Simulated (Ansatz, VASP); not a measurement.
**Two plane-wave programs on WC**

```
CELL_PARAMETERS angstrom
2.91209 0.00000 0.00000
-1.45605 2.52195 0.00000
0.00000 0.00000 2.96383
ATOMIC_POSITIONS crystal
W 0.00000 0.00000 0.00000
C 0.66667 0.33333 0.50000
```

Change from the starting cell: strain +0.0450 x Voigt [0, 0, 1, 0, 0, 0], atoms carried along.

Alike in both runs: task single point; functional r2SCAN; k mesh 24 × 24 × 22; occupations gaussian, width 0.15 eV; no spin polarisation.

|  | VASP | Ansatz |
| --- | --- | --- |
| version | VASP 6.6.1 | Ansatz 0.2.0 |
| potentials or method | VASP PAW PBE potentials, release 64 (W_sv, C), cutoff 520 eV | scalar-relativistic, plane waves, PAW |
| valence electrons in the cell | 18 | 18 |

|  | VASP | Ansatz | Ansatz less VASP |
| --- | --- | --- | --- |
| gap on the k mesh at the Fermi level (eV) | none | none | - |
| pressure (GPa) | -15.8 | -17.4 | -1.57 |
| traceless stress, the component that is largest in VASP (GPa) | -21.71 | -21.82 | -0.106 |

VASP's potentials were made for PBE, not for r2SCAN. A gap of «none» marks a metal or a gap that the smearing closes.

Neither program's run includes spin-orbit coupling.
